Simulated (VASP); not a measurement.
# SiO2 (I-42d) in VASP: further runs

SiO2 is run at these levels: PBEsol; tasks: single point.

Everything below comes from runs of VASP 6.6.1. Logs are shortened: lines on timing, memory, paths and dates and some standing lists are left out, and cuts for length are marked.

**1. The cell of the first run**

The structure is tetragonal, space group I-42d (No. 122). The conventional cell has a = 4.748 Å, b = 4.748 Å, c = 7.488 Å, α = 90.00°, β = 90.00°, γ = 90.00°. Si (site symmetry -4) has 4 O at 1.62 Å within 2.2 Å. Within 2.2 Å of O (site symmetry 2) lie 2 Si at 1.62 Å.

**2. Single point, PBEsol**

The input, INCAR:

```
SYSTEM = SiO2
PREC = Accurate
ENCUT = 520
EDIFF = 1E-7
ISMEAR = 0
SIGMA = 0.1
LREAL = .False.
LASPH = .True.
NELM = 60
ALGO = Normal
ISIF = 2
LWAVE = .False.
LCHARG = .False.
GGA = PS
NBANDS = 25
```

The input, KPOINTS:

```
regular mesh
0
Gamma
  6 6 6
  0 0 0
```

The input, POSCAR:

```
SiO2
1.0
   -2.3740500000      2.3740500000      3.7440000000
    2.3740500000     -2.3740500000      3.7440000000
    2.3740500000      2.3740500000     -3.7440000000
Si O
2 4
Direct
    0.0000000000      0.0000000000      0.0000000000
    0.7500000000      0.2500000000      0.5000000000
    0.9983800000      0.6250000000      0.8733800000
    0.3750000000      0.2483800000      0.3733800000
    0.7516200000      0.1250000000      0.1266200000
    0.8750000000      0.0016200000      0.6266200000
```

Potentials or basis: VASP PAW PBE potentials, release 64 (Si, O).

Launch:

```bash
cat potpaw_PBE.64/Si/POTCAR potpaw_PBE.64/O/POTCAR > POTCAR
mpirun -np 1 vasp_std > vasp.out
```

OUTCAR:

```text
SYSTEM = SiO2
   PREC = Accurate
   ENCUT = 520
   EDIFF = 1E-7
   ISMEAR = 0
   LREAL = .False.
   LASPH = .True.
   NELM = 60
   ISIF = 2
   GGA = PS

 ion  position               nearest neighbor table
   1  0.000  0.000  0.000-   3 1.62   4 1.62   5 1.62   6 1.62   2 3.02   2 3.02   2 3.02   2 3.02

   2  0.750  0.250  0.500-   3 1.62   4 1.62   5 1.62   6 1.62   1 3.02   1 3.02   1 3.02   1 3.02

   3  0.998  0.625  0.873-   1 1.62   2 1.62
   4  0.375  0.248  0.373-   1 1.62   2 1.62
   5  0.752  0.125  0.127-   1 1.62   2 1.62
   6  0.875  0.002  0.627-   1 1.62   2 1.62

  LATTYP: Found a body centered tetragonal cell.
 ALAT       =     4.7481000000
 C/A-ratio  =     1.5770518734

  Lattice vectors:

 A1 = (  -2.3740500000,   2.3740500000,   3.7440000000)
 A2 = (   2.3740500000,  -2.3740500000,   3.7440000000)
 A3 = (   2.3740500000,   2.3740500000,  -3.7440000000)

Analysis of symmetry for initial positions (statically):
=====================================================================
 Subroutine PRICEL returns:
 Original cell was already a primitive cell.

 Routine SETGRP: Setting up the symmetry group for a
 body centered tetragonal supercell.

 Subroutine GETGRP returns: Found  8 space group operations
 (whereof  4 operations were pure point group operations)
 out of a pool of 16 trial point group operations.

The static configuration has the point symmetry S_4 .
 The point group associated with its full space group is D_2d.

Analysis of symmetry for dynamics (positions and initial velocities):
=====================================================================
 Subroutine PRICEL returns:
 Original cell was already a primitive cell.

 Routine SETGRP: Setting up the symmetry group for a
 body centered tetragonal supercell.

 Subroutine GETGRP returns: Found  8 space group operations
 (whereof  4 operations were pure point group operations)
 out of a pool of 16 trial point group operations.

The dynamic configuration has the point symmetry S_4 .
 The point group associated with its full space group is D_2d.

 Subroutine INISYM returns: Found  8 space group operations
 (whereof  4 operations are pure point group operations),
 and found     1 'primitive' translations

----------------------------------------------------------------------------------------

                                     Primitive cell

  volume of cell :      84.4064

  direct lattice vectors                    reciprocal lattice vectors
    -2.374050000  2.374050000  3.744000000     0.000000000  0.210610560  0.133547009
     2.374050000 -2.374050000  3.744000000     0.210610560  0.000000000  0.133547009
     2.374050000  2.374050000 -3.744000000     0.210610560  0.210610560  0.000000000

  length of vectors
     5.028892801  5.028892801  5.028892801     0.249382460  0.249382460  0.297848310

  position of ions in fractional coordinates (direct lattice)
     0.000000000  0.000000000  0.000000000
     0.750000000  0.250000000  0.500000000
     0.998380000  0.625000000  0.873380000
     0.375000000  0.248380000  0.373380000
     0.751620000  0.125000000  0.126620000
     0.875000000  0.001620000  0.626620000

  ion indices of the primitive-cell ions
   primitive index   ion index
                 1           1
                 2           2
                 3           3
                 4           4
                 5           5
                 6           6

----------------------------------------------------------------------------------------

 KPOINTS: regular mesh

Automatic generation of k-mesh.
 Grid dimensions read from file:
 generate k-points for:    6    6    6

 Generating k-lattice:

  Cartesian coordinates                     Fractional coordinates (reciprocal lattice)
     0.000000000  0.035101760  0.022257835     0.166666667  0.000000000  0.000000000
     0.035101760  0.000000000  0.022257835     0.000000000  0.166666667  0.000000000
     0.035101760  0.035101760  0.000000000     0.000000000  0.000000000  0.166666667

  Length of vectors
     0.041563743  0.041563743  0.049641385

  Shift w.r.t. Gamma in fractional coordinates (k-lattice)
     0.000000000  0.000000000  0.000000000

 Subroutine IBZKPT returns following result:
 ===========================================

 Found     30 irreducible k-points:

 Following reciprocal coordinates:
            Coordinates               Weight
  0.000000  0.000000  0.000000      1.000000
  0.166667  0.000000  0.000000      8.000000
  0.333333 -0.000000  0.000000      8.000000
  0.500000  0.000000  0.000000      4.000000
  0.166667  0.166667  0.000000      8.000000
  0.333333  0.166667  0.000000     16.000000
[... 16 lines left out ...]
 -0.333333 -0.333333  0.166667      8.000000
 -0.166667 -0.333333  0.166667      8.000000
 [... further k-points ...]
   k-points           NKPTS =     30   k-points in BZ     NKDIM =     30   number of bands    NBANDS=     25
   number of dos      NEDOS =    301   number of ions     NIONS =      6
   total plane-waves  NPLWV =  64000
   dimension x,y,z NGX =    40 NGY =   40 NGZ =   40
   dimension x,y,z NGXF=    80 NGYF=   80 NGZF=   80
   ions per type =               2   4
   NGX,Y,Z   is equivalent  to a cutoff of  13.22, 13.22, 13.22 a.u.
   NGXF,Y,Z  is equivalent  to a cutoff of  26.45, 26.45, 26.45 a.u.
 SYSTEM =  SiO2
   PREC   = accura    normal or accurate (medium, high low for compatibility)
   ISTART =      0    job   : 0-new  1-cont  2-samecut
   ICHARG =      2    charge: 1-file 2-atom 10-const
   ISPIN  =      1    spin polarized calculation?
   LNONCOLLINEAR =      F non collinear calculations
   LSORBIT =      F    spin-orbit coupling
   LASPH  =      T    aspherical Exc in radial PAW
   ENCUT  =  520.0 eV  38.22 Ry    6.18 a.u.   9.35  9.35  9.35*2*pi/ulx,y,z
   NELM   =     60;   NELMIN=  2; NELMDL= -5     # of ELM steps
   EDIFF  = 0.1E-06   stopping-criterion for ELM
   LREAL  =      F    real-space projection
   EDIFFG = 0.1E-05   stopping-criterion for IOM
   NSW    =      0    number of steps for IOM
   IBRION =     -1    ionic relax: 0-MD 1-quasi-New 2-CG
   NFREE  =      0    steps in history (QN), initial steepest desc. (CG)
   ISIF   =      2    stress and relaxation
   ISYM   =      2    0-nonsym 1-usesym 2-fastsym
   POTIM  = 0.5000    time-step for ionic-motion
   TEBEG  =    0.0;   TEEND  =   0.0 temperature during run
   PSTRESS=    0.0 pullay stress
   NELECT =      32.0000    total number of electrons
   NUPDOWN=      -1.0000    fix difference up-down
   EMIN   =  10.00;   EMAX   =-10.00  energy-range for DOS
   EFERMI =   0.00;   METHOD = LEGACY
   ISMEAR =     0;   SIGMA  =   0.10  broadening in eV -4-tet -1-fermi 0-gaus
   EFERMI_NEDOS =   21; number of points for ismear=-14 and -15
   IALGO  =     38    algorithm
   IMIX   =      4    mixing-type and parameters
     AMIX     =   0.40;   BMIX     =  1.00
     AMIX_MAG =   1.60;   BMIX_MAG =  1.00
  volume/ion in A,a.u.               =      14.07        94.93
  Fermi-wavevector in a.u.,A,eV,Ry     =   1.184858  2.239057 19.101062  1.403888
  Thomas-Fermi vector in A             =   2.321064
   LORBIT       =      0    0 simple, 1 ext, 2 COOP (PROOUT), +10 PAW based schemes
   GGA     = PS    functional components
   LHFCALC =     F    Hartree Fock is set to
   AEXX    =    0.0000 exact exchange contribution
   IVDW    =     0    specifies the selected vdW correction
   LEPSILON=     F    determine dielectric tensor
   LRPA    =     F    only Hartree local field effects (RPA)
 non-spin polarized calculation
 Gauss-broadening in eV      SIGMA  =   0.10
  energy-cutoff  :      520.00
  volume of cell :       84.41
 maximum number of plane-waves:      2317
 NGX is ok and might be reduce to    40
   NGX = 19   NGY = 19   NGZ = 19

 number of electron      32.0000012 magnetization

 Free energy of the ion-electron system (eV)
  ---------------------------------------------------
  ext. energy  EPLUGINS =         0.00000000
  ---------------------------------------------------
  free energy    TOTEN  =       -49.29778480 eV

  energy without entropy =      -49.29778480  energy(sigma->0) =      -49.29778480

 E-fermi :   0.2831     XC(G=0):  -8.7112

 val. band max:       -0.1982990852   @ k =   0.0000   0.0000   0.0000
 cond. band min:       5.7745434883   @ k =   0.0000   0.0000   0.0000
 fundamental gap:      5.9728425735
 Fermi energy:         0.2831333630

 k-point     1 :       0.0000    0.0000    0.0000
  band No.  band energies     occupation
      1     -19.2425      2.00000
      2     -17.0966      2.00000
      3     -17.0760      2.00000
      4     -17.0760      2.00000
      5      -9.0178      2.00000
      6      -5.4897      2.00000
[... 17 lines left out ...]
     24      13.4913      0.00000
     25      13.8269      0.00000

 k-point     2 :       0.1667    0.0000    0.0000
  band No.  band energies     occupation
      1     -19.1545      2.00000
      2     -17.2280      2.00000
      3     -17.1008      2.00000
      4     -17.0763      2.00000
      5      -8.8196      2.00000
      6      -5.5704      2.00000
[... 17 lines left out ...]
     24      13.1587      0.00000
     25      13.6584      0.00000

 k-point     3 :       0.3333   -0.0000    0.0000
  band No.  band energies     occupation
      1     -18.9318      2.00000
      2     -17.5576      2.00000
      3     -17.1171      2.00000
      4     -17.0863      2.00000
      5      -8.3677      2.00000
      6      -5.8147      2.00000
[... 552 lines left out ...]
 k-point    23 :      -0.3333   -0.3333    0.1667
  band No.  band energies     occupation
      1     -18.7287      2.00000
      2     -17.8259      2.00000
      3     -17.1171      2.00000
      4     -17.1107      2.00000
      5      -7.8743      2.00000
      6      -6.1867      2.00000
[... 17 lines left out ...]
     24      13.1798      0.00000
     25      13.6645      0.00000

 k-point    24 :      -0.1667   -0.3333    0.1667
  band No.  band energies     occupation
      1     -18.9435      2.00000
      2     -17.5543      2.00000
      3     -17.1042      2.00000
      4     -17.0934      2.00000
      5      -8.3166      2.00000
      6      -5.7822      2.00000
[... 17 lines left out ...]
     24      13.2580      0.00000
     25      13.8574      0.00000

 [... further k-points ...]
[... 5 lines left out ...]
  --------------------------------------------------------------------------------------
  -------------------------------------------------------------------------------------
  Total        1.2084672      1.2084672      0.1893125      0.0000000      0.0000000      0.0000000
  in kB       22.9387576     22.9387576      3.5934728      0.0000000      0.0000000      0.0000000
  external PRESSURE =      16.4903293 kB  Pullay stress =       0.0000000 kB

 VOLUME and BASIS-vectors are now :
 -----------------------------------------------------------------------------
  energy-cutoff  :      520.00
  volume of cell :       84.41
      direct lattice vectors                 reciprocal lattice vectors
    -2.374050000  2.374050000  3.744000000     0.000000000  0.210610560  0.133547009
     2.374050000 -2.374050000  3.744000000     0.210610560  0.000000000  0.133547009
     2.374050000  2.374050000 -3.744000000     0.210610560  0.210610560  0.000000000

 POSITION                                       TOTAL-FORCE (eV/Angst)
 -----------------------------------------------------------------------------------
      0.00000      0.00000      0.00000         0.000000      0.000000      0.000000
      0.00000      2.37405      1.87200         0.000000      0.000000     -0.000000
      1.18702      2.95987      2.80800         0.000000      0.026361     -0.000000
      0.58582      1.18702      0.93600         0.026361      0.000000     -0.000000
     -1.18702      1.78823      2.80800         0.000000     -0.026361     -0.000000
     -0.58582      3.56107      0.93600        -0.026361      0.000000     -0.000000
 -----------------------------------------------------------------------------------
    total drift:                                0.000002      0.000002      0.000002

  FREE ENERGIE OF THE ION-ELECTRON SYSTEM (eV)
  ---------------------------------------------------
  free  energy   TOTEN  =       -49.2977847995 eV

  energy  without entropy=      -49.2977847995  energy(sigma->0) =      -49.29778480
```

It took 1.7 min on 1 thread of Intel Xeon Platinum 8259CL at 2.50GHz (Skylake/Cascade Lake), shared host; peak memory 0.24 GiB.

What came out:

```
Free energy            : -49.2978 eV
Pressure               : 1.6 GPa
Largest force          : 0.026 eV/Å
Band gap on the k mesh : 5.97 eV, direct
```

Forces in eV/Å, atoms in the order of the input:
```
Si   0.000  0.000  0.000
Si   0.000  0.000  0.000
O    0.000  0.026  0.000
O    0.026  0.000  0.000
O    0.000 -0.026  0.000
O   -0.026  0.000  0.000
```

Caveat: the PAW data sets were made with another functional, which shifts forces and pressure a little. A k mesh can miss the band edges.

**3. Single point, PBEsol**

This run uses another cell than the first one, of 15.18 Å³/atom, 1.079 times its volume.

The input, INCAR:

```
SYSTEM = SiO2
  ALGO = Normal
  EDIFF = 1E-7
  ENCUT = 520
  GGA = PS
  ISIF = 2
  ISMEAR = 0
  LASPH = .True.
  LCHARG = .False.
  LREAL = .False.
  LWAVE = .False.
  NBANDS = 25
  NELM = 60
  PREC = Accurate
  SIGMA = 0.01
```

The input, KPOINTS:

```
k-points
0
Gamma
  8 8 8
  0 0 0
```

The input, POSCAR:

```
SiO2
1.0
   -2.4916245183      2.4916245183      3.6682988524
    2.4916245183     -2.4916245183      3.6682988524
    2.4916245183      2.4916245183     -3.6682988524
Si O
2 4
Direct
    0.0000000000      0.0000000000      0.0000000000
    0.7500000000      0.2500000000      0.5000000000
    0.9711695126      0.6250000000      0.8461695126
    0.3750000000      0.2211695126      0.3461695126
    0.7788304874      0.1250000000      0.1538304874
    0.8750000000      0.0288304874      0.6538304874
```

Potentials or basis: VASP PAW PBE potentials, release 64 (Si, O).

Launch:

```bash
cat potpaw_PBE.64/Si/POTCAR potpaw_PBE.64/O/POTCAR > POTCAR
mpirun -np 1 vasp_std > vasp.out
```

OUTCAR:

```text
SYSTEM = SiO2
   EDIFF = 1E-7
   ENCUT = 520
   GGA = PS
   ISIF = 2
   ISMEAR = 0
   LASPH = .True.
   LREAL = .False.
   NELM = 60
   PREC = Accurate

 ion  position               nearest neighbor table
   1  0.000  0.000  0.000-   3 1.62   4 1.62   5 1.62   6 1.62   2 3.09   2 3.09   2 3.09   2 3.09

   2  0.750  0.250  0.500-   3 1.62   4 1.62   5 1.62   6 1.62   1 3.09   1 3.09   1 3.09   1 3.09

   3  0.971  0.625  0.846-   1 1.62   2 1.62
[... 885 lines left out ...]
  -------------------------------------------------------------------------------------
  Total        0.2726314      0.2726314      0.2912053      0.0000000      0.0000000      0.0000000
  in kB        4.7950875      4.7950875      5.1217694      0.0000000      0.0000000      0.0000000
  external PRESSURE =       4.9039814 kB  Pullay stress =       0.0000000 kB

 VOLUME and BASIS-vectors are now :
 -----------------------------------------------------------------------------
  energy-cutoff  :      520.00
  volume of cell :       91.09
      direct lattice vectors                 reciprocal lattice vectors
    -2.491624518  2.491624518  3.668298852     0.000000000  0.200672291  0.136302962
     2.491624518 -2.491624518  3.668298852     0.200672291  0.000000000  0.136302962
     2.491624518  2.491624518 -3.668298852     0.200672291  0.200672291  0.000000000

 POSITION                                       TOTAL-FORCE (eV/Angst)
 -----------------------------------------------------------------------------------
      0.00000      0.00000      0.00000         0.000000     -0.000000     -0.000000
      0.00000      2.49162      1.83415         0.000000     -0.000000      0.000000
      1.24581      2.97086      2.75122         0.000000      0.021880      0.000000
      0.47924      1.24581      0.91707         0.021880     -0.000000      0.000000
     -1.24581      2.01239      2.75122        -0.000000     -0.021880     -0.000000
     -0.47924      3.73744      0.91707        -0.021880     -0.000000     -0.000000
 -----------------------------------------------------------------------------------
    total drift:                                0.000003      0.000003      0.000002

  FREE ENERGIE OF THE ION-ELECTRON SYSTEM (eV)
  ---------------------------------------------------
  free  energy   TOTEN  =       -49.3615240438 eV

  energy  without entropy=      -49.3615240438  energy(sigma->0) =      -49.36152404
```

stdout:

```text
POSCAR found type information on POSCAR SiO
 POSCAR found :  2 types and       6 ions
 scaLAPACK will be used
 -----------------------------------------------------------------------------
|                                                                             |
|                                                                             |
|     You enforced a specific xc type in the INCAR file but a different       |
|     I HOPE YOU KNOW WHAT YOU ARE DOING!                                     |
|                                                                             |
 -----------------------------------------------------------------------------

 LDA part: xc-table for (Slater+PW92), standard interpolation
 POSCAR, INCAR and KPOINTS ok, starting setup
 FFT: planning ... GRIDC
 FFT: planning ... GRID_SOFT
 FFT: planning ... GRID
 WAVECAR not read
 entering main loop
```

Wall time 1.9 min (1 thread of AMD EPYC 7R13 (Zen 3), shared host); peak memory 0.25 GiB.

Results:

```
Free energy            : -49.3615 eV
Pressure               : 0.5 GPa
Largest force          : 0.022 eV/Å
Band gap on the k mesh : 5.81 eV, direct
```

Forces in eV/Å, atoms in the order of the input:
```
Si   0.000  0.000  0.000
Si   0.000  0.000  0.000
O    0.000  0.022  0.000
O    0.022  0.000  0.000
O    0.000 -0.022  0.000
O   -0.022  0.000  0.000
```

Caveat: the PAW data sets were made with another functional, which shifts forces and pressure a little. A k mesh can miss the band edges.
